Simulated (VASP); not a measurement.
# MgS (Fm-3m) in VASP: single point with PBE

Aim: the single point of MgS with PBE.

All numbers are computed with VASP 6.6.1; they aren't measurements. Logs are shortened: lines on timing, memory, paths and dates and some standing lists are left out, and cuts for length are marked.

### 1 The cell of the first run

It takes space group Fm-3m (No. 225, cubic). Conventional cell: a = 5.203 Å, b = 5.203 Å, c = 5.203 Å, α = 90.00°, β = 90.00°, γ = 90.00°. Mg (site symmetry m-3m) has 6 S at 2.60 Å within 3.4 Å. S (site symmetry m-3m) has 6 Mg at 2.60 Å within 3.4 Å.

### 2 Single point, PBE

Contents of INCAR:

```
ALGO = Normal
EDIFF = 1E-6
ENCUT = 520
GGA = PE
ISIF = 2
ISMEAR = 0
LASPH = True
LCHARG = True
LELF = True
LREAL = False
LVHAR = True
LWAVE = False
NBANDS = 11
NELM = 80
PREC = Accurate
SIGMA = 0.05
```

Contents of KPOINTS:

```
k-points
0
Gamma
  8 8 8
```

Contents of POSCAR:

```
MgS
1.0
    0.0000000000      2.6016500000      2.6016500000
    2.6016500000      0.0000000000      2.6016500000
    2.6016500000      2.6016500000      0.0000000000
Mg S
1 1
Direct
    0.0000000000      0.0000000000      0.0000000000
    0.5000000000      0.5000000000      0.5000000000
```

Potentials or basis: VASP PAW PBE potentials, release 64 (Mg, S).

Command:

```
> cat potpaw_PBE.64/Mg/POTCAR potpaw_PBE.64/S/POTCAR > POTCAR
> mpirun -np 1 vasp_std > vasp.out
```

OUTCAR:

```text
EDIFF = 1E-6
   ENCUT = 520
   GGA = PE
   ISIF = 2
   ISMEAR = 0
   LASPH = True
   LREAL = False
   NELM = 80
   PREC = Accurate

 ion  position               nearest neighbor table
   1  0.000  0.000  0.000-   2 2.60   2 2.60   2 2.60   2 2.60   2 2.60   2 2.60
   2  0.500  0.500  0.500-   1 2.60   1 2.60   1 2.60   1 2.60   1 2.60   1 2.60

  LATTYP: Found a face centered cubic cell.
 ALAT       =     5.2033000000

  Lattice vectors:

 A1 = (   0.0000000000,   2.6016500000,   2.6016500000)
 A2 = (   2.6016500000,   0.0000000000,   2.6016500000)
 A3 = (   2.6016500000,   2.6016500000,   0.0000000000)

Analysis of symmetry for initial positions (statically):
=====================================================================
 Subroutine PRICEL returns:
 Original cell was already a primitive cell.

 Routine SETGRP: Setting up the symmetry group for a
 face centered cubic supercell.

 Subroutine GETGRP returns: Found 48 space group operations
 (whereof 48 operations were pure point group operations)
 out of a pool of 48 trial point group operations.

The static configuration has the point symmetry O_h .

Analysis of symmetry for dynamics (positions and initial velocities):
=====================================================================
 Subroutine PRICEL returns:
 Original cell was already a primitive cell.

 Routine SETGRP: Setting up the symmetry group for a
 face centered cubic supercell.

 Subroutine GETGRP returns: Found 48 space group operations
 (whereof 48 operations were pure point group operations)
 out of a pool of 48 trial point group operations.

The dynamic configuration has the point symmetry O_h .

 Subroutine INISYM returns: Found 48 space group operations
 (whereof 48 operations are pure point group operations),
 and found     1 'primitive' translations

----------------------------------------------------------------------------------------

                                     Primitive cell

  volume of cell :      35.2190

  direct lattice vectors                    reciprocal lattice vectors
     0.000000000  2.601650000  2.601650000    -0.192185728  0.192185728  0.192185728
     2.601650000  0.000000000  2.601650000     0.192185728 -0.192185728  0.192185728
     2.601650000  2.601650000  0.000000000     0.192185728  0.192185728 -0.192185728

  length of vectors
     3.679288715  3.679288715  3.679288715     0.332875446  0.332875446  0.332875446

  position of ions in fractional coordinates (direct lattice)
     0.000000000  0.000000000  0.000000000
     0.500000000  0.500000000  0.500000000

  ion indices of the primitive-cell ions
   primitive index   ion index
                 1           1
                 2           2

----------------------------------------------------------------------------------------

 KPOINTS: k-points

Automatic generation of k-mesh.
 Grid dimensions read from file:
 generate k-points for:    8    8    8

 Generating k-lattice:

  Cartesian coordinates                     Fractional coordinates (reciprocal lattice)
    -0.024023216  0.024023216  0.024023216     0.125000000  0.000000000  0.000000000
     0.024023216 -0.024023216  0.024023216     0.000000000  0.125000000  0.000000000
     0.024023216  0.024023216 -0.024023216     0.000000000  0.000000000  0.125000000

  Length of vectors
     0.041609431  0.041609431  0.041609431

  Shift w.r.t. Gamma in fractional coordinates (k-lattice)
     0.000000000  0.000000000  0.000000000

 Subroutine IBZKPT returns following result:
 ===========================================

 Found     29 irreducible k-points:

 Following reciprocal coordinates:
            Coordinates               Weight
  0.000000  0.000000  0.000000      1.000000
  0.125000  0.000000  0.000000      8.000000
  0.250000  0.000000  0.000000      8.000000
  0.375000  0.000000  0.000000      8.000000
  0.500000  0.000000  0.000000      4.000000
  0.125000  0.125000  0.000000      6.000000
[... 16 lines left out ...]
  0.500000  0.250000  0.125000     48.000000
 -0.375000  0.250000  0.125000     24.000000
 [... further k-points ...]
   k-points           NKPTS =     29   k-points in BZ     NKDIM =     29   number of bands    NBANDS=     11
   number of dos      NEDOS =    301   number of ions     NIONS =      2
   total plane-waves  NPLWV =  21952
   dimension x,y,z NGX =    28 NGY =   28 NGZ =   28
   dimension x,y,z NGXF=    56 NGYF=   56 NGZF=   56
   ions per type =               1   1
   NGX,Y,Z   is equivalent  to a cutoff of  12.65, 12.65, 12.65 a.u.
   NGXF,Y,Z  is equivalent  to a cutoff of  25.30, 25.30, 25.30 a.u.
 SYSTEM =  unknown system
   PREC   = accura    normal or accurate (medium, high low for compatibility)
   ISTART =      0    job   : 0-new  1-cont  2-samecut
   ICHARG =      2    charge: 1-file 2-atom 10-const
   ISPIN  =      1    spin polarized calculation?
   LNONCOLLINEAR =      F non collinear calculations
   LSORBIT =      F    spin-orbit coupling
   LASPH  =      T    aspherical Exc in radial PAW
   ENCUT  =  520.0 eV  38.22 Ry    6.18 a.u.   6.84  6.84  6.84*2*pi/ulx,y,z
   NELM   =     80;   NELMIN=  2; NELMDL= -5     # of ELM steps
   EDIFF  = 0.1E-05   stopping-criterion for ELM
   LREAL  =      F    real-space projection
   EDIFFG = 0.1E-04   stopping-criterion for IOM
   NSW    =      0    number of steps for IOM
   IBRION =     -1    ionic relax: 0-MD 1-quasi-New 2-CG
   NFREE  =      0    steps in history (QN), initial steepest desc. (CG)
   ISIF   =      2    stress and relaxation
   ISYM   =      2    0-nonsym 1-usesym 2-fastsym
   POTIM  = 0.5000    time-step for ionic-motion
   TEBEG  =    0.0;   TEEND  =   0.0 temperature during run
   PSTRESS=    0.0 pullay stress
   NELECT =       8.0000    total number of electrons
   NUPDOWN=      -1.0000    fix difference up-down
   EMIN   =  10.00;   EMAX   =-10.00  energy-range for DOS
   EFERMI =   0.00;   METHOD = LEGACY
   ISMEAR =     0;   SIGMA  =   0.05  broadening in eV -4-tet -1-fermi 0-gaus
   EFERMI_NEDOS =   21; number of points for ismear=-14 and -15
   IALGO  =     38    algorithm
   IMIX   =      4    mixing-type and parameters
     AMIX     =   0.40;   BMIX     =  1.00
     AMIX_MAG =   1.60;   BMIX_MAG =  1.00
  volume/ion in A,a.u.               =      17.61       118.83
  Fermi-wavevector in a.u.,A,eV,Ry     =   0.998878  1.887606 13.575323  0.997758
  Thomas-Fermi vector in A             =   2.131131
   LORBIT       =      0    0 simple, 1 ext, 2 COOP (PROOUT), +10 PAW based schemes
   GGA     = PE    functional components
   LHFCALC =     F    Hartree Fock is set to
   AEXX    =    0.0000 exact exchange contribution
   IVDW    =     0    specifies the selected vdW correction
   LEPSILON=     F    determine dielectric tensor
   LRPA    =     F    only Hartree local field effects (RPA)
 non-spin polarized calculation
 Gauss-broadening in eV      SIGMA  =   0.05
  energy-cutoff  :      520.00
  volume of cell :       35.22
 maximum number of plane-waves:       960
   NGX = 13   NGY = 13   NGZ = 13

 number of electron       8.0000000 magnetization

 Free energy of the ion-electron system (eV)
  ---------------------------------------------------
  ext. energy  EPLUGINS =         0.00000000
  ---------------------------------------------------
  free energy    TOTEN  =        -8.50187867 eV

  energy without entropy =       -8.50187867  energy(sigma->0) =       -8.50187867

 E-fermi :   4.0024     XC(G=0):  -9.6882

 val. band max:        3.7251781004   @ k =   0.0000   0.0000   0.0000
 cond. band min:       6.5006496672   @ k =   0.5000   0.5000   0.0000
 fundamental gap:      2.7754715668
 Fermi energy:         4.0023642234

 k-point     1 :       0.0000    0.0000    0.0000
  band No.  band energies     occupation
      1      -8.9416      2.00000
      2       3.7252      2.00000
      3       3.7252      2.00000
      4       3.7252      2.00000
      5       7.4353      0.00000
      6      11.6798      0.00000
      7      11.6798      0.00000
      8      11.6798      0.00000
      9      14.0750      0.00000
     10      14.0750      0.00000
     11      16.2633      0.00000

 k-point     2 :       0.1250    0.0000    0.0000
  band No.  band energies     occupation
      1      -8.7906      2.00000
      2       2.6778      2.00000
      3       3.6243      2.00000
      4       3.6243      2.00000
      5       8.2370      0.00000
      6      11.3624      0.00000
      7      11.9273      0.00000
      8      11.9273      0.00000
      9      13.4402      0.00000
     10      13.4402      0.00000
     11      16.4225      0.00000

 k-point     3 :       0.2500    0.0000    0.0000
  band No.  band energies     occupation
      1      -8.3822      2.00000
      2       0.9190      2.00000
      3       3.4041      2.00000
      4       3.4041      2.00000
      5       8.6854      0.00000
      6      11.5455      0.00000
      7      11.5455      0.00000
      8      12.0280      0.00000
      9      14.0166      0.00000
     10      14.0166      0.00000
     11      15.6159      0.00000

 k-point     4 :       0.3750    0.0000    0.0000
  band No.  band energies     occupation
      1      -7.8838      2.00000
      2      -0.5246      2.00000
      3       3.2102      2.00000
      4       3.2102      2.00000
      5       8.4127      0.00000
      6      10.8795      0.00000
      7      10.8795      0.00000
      8      13.4897      0.00000
      9      15.3152      0.00000
     10      15.9759      0.00000
     11      15.9759      0.00000
[... 239 lines left out ...]
 k-point    22 :       0.3750    0.2500    0.1250
  band No.  band energies     occupation
      1      -8.0626      2.00000
      2       0.6556      2.00000
      3       2.2721      2.00000
      4       3.0510      2.00000
      5       9.5195      0.00000
      6      10.2202      0.00000
      7      10.8186      0.00000
      8      12.9223      0.00000
      9      13.8564      0.00000
     10      16.6958      0.00000
     11      18.6111      0.00000

 k-point    23 :       0.5000    0.2500    0.1250
  band No.  band energies     occupation
      1      -7.6417      2.00000
      2      -0.1848      2.00000
      3       1.7344      2.00000
      4       2.7381      2.00000
      5       9.3443      0.00000
      6      10.1180      0.00000
      7      11.5384      0.00000
      8      12.7217      0.00000
      9      15.3877      0.00000
     10      17.9949      0.00000
     11      18.6264      0.00000

 k-point    24 :      -0.3750    0.2500    0.1250
  band No.  band energies     occupation
      1      -7.4406      2.00000
      2      -0.5772      2.00000
      3       1.5909      2.00000
      4       2.5769      2.00000
      5       9.2963      0.00000
      6       9.8352      0.00000
      7      12.1430      0.00000
      8      13.1458      0.00000
      9      15.9916      0.00000
     10      17.0238      0.00000
     11      19.2860      0.00000

 [... further k-points ...]
[... 5 lines left out ...]
  --------------------------------------------------------------------------------------
  -------------------------------------------------------------------------------------
  Total        0.1893146      0.1893146      0.1893146      0.0000000      0.0000000     -0.0000000
  in kB        8.6122797      8.6122797      8.6122797      0.0000000      0.0000000     -0.0000000
  external PRESSURE =       8.6122797 kB  Pullay stress =       0.0000000 kB

 VOLUME and BASIS-vectors are now :
 -----------------------------------------------------------------------------
  energy-cutoff  :      520.00
  volume of cell :       35.22
      direct lattice vectors                 reciprocal lattice vectors
     0.000000000  2.601650000  2.601650000    -0.192185728  0.192185728  0.192185728
     2.601650000  0.000000000  2.601650000     0.192185728 -0.192185728  0.192185728
     2.601650000  2.601650000  0.000000000     0.192185728  0.192185728 -0.192185728

 POSITION                                       TOTAL-FORCE (eV/Angst)
 -----------------------------------------------------------------------------------
      0.00000      0.00000      0.00000         0.000000      0.000000      0.000000
      2.60165      2.60165      2.60165        -0.000000     -0.000000     -0.000000
 -----------------------------------------------------------------------------------
    total drift:                                0.000000      0.000000      0.000000

  FREE ENERGIE OF THE ION-ELECTRON SYSTEM (eV)
  ---------------------------------------------------
  free  energy   TOTEN  =        -8.5018786654 eV

  energy  without entropy=       -8.5018786654  energy(sigma->0) =       -8.50187867
```

Wall time 6.8 s (1 thread of Intel Xeon 6975P-C (Granite Rapids), shared host); peak memory 0.15 GiB.

Results:

```yaml
Free_energy: -8.5019 eV
Pressure: 0.9 GPa
Band_gap_on_the_k_mesh: 2.78 eV, indirect (least direct gap 3.71 eV)
```

A k mesh can miss the band edges. A hybrid or GW would open this gap; PBE tends to underestimate it.
